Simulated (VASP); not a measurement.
Runs of VASP 6.6.1 on SnO (Romarchite). Symmetry: P4/nmm, No. 129, tetragonal system. The conventional cell has a = 3.799 Å, b = 3.799 Å, c = 4.841 Å, α = 90.00°, β = 90.00°, γ = 90.00°. Sn (site symmetry 4mm) has 4 O at 2.22 Å within 2.9 Å. O (site symmetry -4m2) has 4 Sn at 2.22 Å and 4 O at 2.69 Å within 2.9 Å. 

```tsv
k mesh	gap on the mesh (eV)	pressure (GPa)	largest force (eV/Å)
6 × 6 × 6	0.13	-1.9	0.01
2 × 2 × 2	(b)	-2.6	0.30
4 × 4 × 4	0.13	-1.9	-
4 × 4 × 2	0.13	-1.8	0.04
8 × 8 × 6	(a)	-1.9	-
6 × 6 × 4	0.13	-1.9	0.01
```

Alike in all rows: task single point; level LDA; potentials or basis VASP PAW LDA potentials, release 64 (Sn_d, O); no spin polarisation; cell as given; cutoff (eV) 520; smearing gaussian 0.01 eV.

Question: Estimate the missing entries.

Answer: (a) 0.12; (b) 0.08.

Caveats: some runs use coarse meshes; spin-orbit coupling is left out, which moves the levels of the heavy elements.

A k mesh can miss the band edges, and the runs leave out spin-orbit coupling on Sn.
